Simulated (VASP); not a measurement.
A run of VASP 6.6.1 is set up as follows.

File INCAR:

```
PREC = Accurate ; ENCUT = 520
EDIFF = 1E-6 ; ISMEAR = 0
SIGMA = 0.15 ; LREAL = False
LASPH = True ; NELM = 80
ALGO = Fast ; ISIF = 2
LWAVE = False ; LCHARG = False
GGA = PE ; NBANDS = 13
```

The input KPOINTS:

```
Automatic mesh
0
Gamma
  22 22 22
```

File POSCAR:

```
Mo
1.0
   -1.6534775000      1.5710000000      1.5710000000
    1.6534775000     -1.5710000000      1.5710000000
    1.6534775000      1.5710000000     -1.5710000000
Mo
1
Direct
    0.0000000000      0.0000000000      0.0000000000
```

Potentials or basis: VASP PAW PBE potentials, release 64 (Mo_sv).

The run is started by

```sh
$ cat potpaw_PBE.64/Mo_sv/POTCAR > POTCAR
$ mpirun -np 1 vasp_std > vasp.out
```

Task: What does it give for the band gap on the k mesh?

Result: Zero (band 7 reaches 15.54 eV, above the bottom of band 8 at 10.90 eV).

Task: What does it give for the pressure?

Result: -7.2 GPa.

Stress tensor (GPa, compression positive):
```
-16.16   0.00   0.00
  0.00  -2.74   0.00
  0.00   0.00  -2.74
```

Caveat: the cell differs from its parent crystal (strain +0.0525 x Voigt [1, 0, 0, 0, 0, 0]).
